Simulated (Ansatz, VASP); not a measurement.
Two plane-wave programs on Al

The input INCAR:

```
  PREC = Accurate
  ENCUT = 520
  EDIFF = 1E-6
  ISMEAR = 0
  SIGMA = 0.15
  LREAL = F
  LASPH = T
  NELM = 80
  ALGO = Fast
  ISIF = 2
  LWAVE = F
  LCHARG = F
  GGA = PS
  IVDW = 12
  NBANDS = 22
```

KPOINTS

```
regular mesh
0
Gamma
  14 14 14
```

File POSCAR:

```
Al
1.0
   -3.9625552280      3.9625552280      0.0000000000
   -3.9625552280      0.0000000000      3.9625552280
    0.0000000000      3.9625552280      3.9625552280
Al
8
Direct
    0.0000000000      0.0000000000      0.0000000000
    0.5000000000      0.0000000000      0.0000000000
    0.0000000000      0.5000000000      0.0000000000
    0.0000000000      0.0000000000      0.5000000000
    0.5000000000      0.5000000000      0.0000000000
    0.5000000000      0.0000000000      0.5000000000
    0.0000000000      0.5000000000      0.5000000000
    0.5000000000      0.5000000000      0.5000000000
```

Input for Ansatz:

```yaml
crystal:
  lattice:
    - [-3.962555228, 3.962555228, 0.0]
    - [-3.962555228, 0.0, 3.962555228]
    - [0.0, 3.962555228, 3.962555228]
  atoms:
    - { symbol: Al, position: [0.0, 0.0, 0.0] }
    - { symbol: Al, position: [0.5, 0.0, 0.0] }
    - { symbol: Al, position: [0.0, 0.5, 0.0] }
    - { symbol: Al, position: [0.0, 0.0, 0.5] }
    - { symbol: Al, position: [0.5, 0.5, 0.0] }
    - { symbol: Al, position: [0.5, 0.0, 0.5] }
    - { symbol: Al, position: [0.0, 0.5, 0.5] }
    - { symbol: Al, position: [0.5, 0.5, 0.5] }
basis:
  ecutwfc: 420
kpoints:
  mp_grid: { grid: [14, 14, 14] }
hamiltonian:
  xc: pbesol
  dispersion: d3bj
scf:
  occupations: { method: gaussian, width: 0.15 }
output:
  forces: true
  stress: true
  eigenvalues: true
```

Alike in both runs: task single point; functional PBEsol; dispersion D3(BJ); k mesh 14 × 14 × 14; occupations gaussian, width 0.15 eV; no spin polarisation.

|  | VASP | Ansatz |
| --- | --- | --- |
| version | VASP 6.6.1 | Ansatz 0.2.0 |
| potentials or method | VASP PAW PBE potentials, release 64 (Al), cutoff 520 eV | scalar-relativistic, plane waves, PAW |
| valence electrons in the cell | 24 | 24 |

|  | VASP | Ansatz | Ansatz less VASP |
| --- | --- | --- | --- |
| gap on the k mesh at the Fermi level (eV) | none | none | - |
| pressure (GPa) | 0.1 | 0.0 | -0.08 |

VASP's potentials were made for PBE, not for PBEsol. A gap of «none» marks a metal or a gap that the smearing closes.
